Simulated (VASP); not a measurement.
CdSe, 4 atoms in the cell. It takes space group P6_3mc (No. 186, hexagonal). Conventional cell: a = 4.384 Å, b = 4.384 Å, c = 7.156 Å, α = 90.00°, β = 90.00°, γ = 120.00°. Cd (site symmetry 3m) has 4 Se at 2.68 to 2.69 Å within 3.5 Å. Within 3.5 Å of Se (site symmetry 3m) lie 4 Cd at 2.68 to 2.69 Å. 

| Item | Value |
| --- | --- |
| Program | VASP 6.6.1 |
| Task | single point |
| Functional | PBE |
| Potentials or basis | VASP PAW PBE potentials, release 64 (Cd, Se) |
| Cutoff | 520 eV |
| k mesh | 6 × 6 × 4 |
| Occupations | fermi-dirac, width 0.02 eV |
| Spin | no spin polarisation |
| Dipole correction | no |
| Further INCAR settings | ALGO = Normal; EDIFF = 1e-06; NBANDS = 26 |

Potentials or basis: VASP PAW PBE potentials, release 64 (Cd, Se).

Command:

```bash
$ cat potpaw_PBE.64/Cd/POTCAR potpaw_PBE.64/Se/POTCAR > POTCAR
$ mpirun -np 1 vasp_std > vasp.out
```

Hardware: 1 thread of Intel(R) Xeon(R) 6975P-C (Granite Rapids), on a shared host.

Question: Estimate the wall time of this run.

Answer: Run time: 26 s on 1 thread of Intel(R) Xeon(R) 6975P-C (Granite Rapids), with other jobs on the host, peak memory 0.26 GiB. Counts: scf iterations 14, k points 21.
